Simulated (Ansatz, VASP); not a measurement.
**Two plane-wave programs on GaP**

INCAR

```
PREC     = Accurate       # precision mode
ENCUT    = 520            # plane-wave cutoff, eV
EDIFF    = 1E-6           # SCF threshold, eV
ISMEAR   = 0              # smearing method
SIGMA    = 0.05           # smearing width, eV
LREAL    = F              # projectors in reciprocal space
LASPH    = T              # aspherical terms in the spheres
NELM     = 100            # most SCF steps
ALGO     = Normal         # electronic algorithm
ISIF     = 2              # what is computed and relaxed
LWAVE    = F              # write WAVECAR
LCHARG   = F              # write CHGCAR
GGA      = PE             # functional
NBANDS   = 16             # bands
```

KPOINTS

```
Automatic mesh
0
Gamma
  8 8 8
```

Contents of POSCAR:

```
GaP
1.0
    0.0000000000      2.7252500000      2.7252500000
    2.5208562500      0.0000000000      2.7252500000
    2.5208562500      2.7252500000      0.0000000000
Ga P
1 1
Direct
    0.0000000000      0.0000000000      0.0000000000
    0.7500000000      0.7500000000      0.7500000000
```

Input for Ansatz:

```yaml
crystal:
  lattice:
    - [0.0, 2.72525, 2.72525]
    - [2.52085625, 0.0, 2.72525]
    - [2.52085625, 2.72525, 0.0]
  atoms:
    - { symbol: Ga, position: [0.0, 0.0, 0.0] }
    - { symbol: P, position: [0.75, 0.75, 0.75] }
basis:
  ecutwfc: 420
kpoints:
  mp_grid: { grid: [8, 8, 8] }
hamiltonian:
  xc: pbe
scf:
  occupations: { method: gaussian, width: 0.05 }
output:
  forces: true
  stress: true
  eigenvalues: true
```

Change from the starting cell: strain -0.0750 x Voigt [1, 0, 0, 0, 0, 0], atoms carried along.

Alike in both runs: task single point; functional PBE; k mesh 8 × 8 × 8; occupations gaussian, width 0.05 eV; no spin polarisation.

|  | VASP | Ansatz |
| --- | --- | --- |
| version | VASP 6.6.1 | Ansatz 0.2.0 |
| potentials or method | VASP PAW PBE potentials, release 64 (Ga_d, P), cutoff 520 eV | scalar-relativistic, plane waves, PAW |
| valence electrons in the cell | 18 | 18 |

```csv
,VASP,Ansatz,Ansatz less VASP
gap on the k mesh at the Fermi level (eV),0.75,0.75,0.000
least direct gap on the mesh (eV),2.18,2.17,-0.002
pressure (GPa),10.3,10.4,+0.14
"traceless stress, the component that is largest in VASP (GPa)",3.18,3.16,-0.016
```

The functional is the same, so the differences come from potentials, cutoffs and numerics.
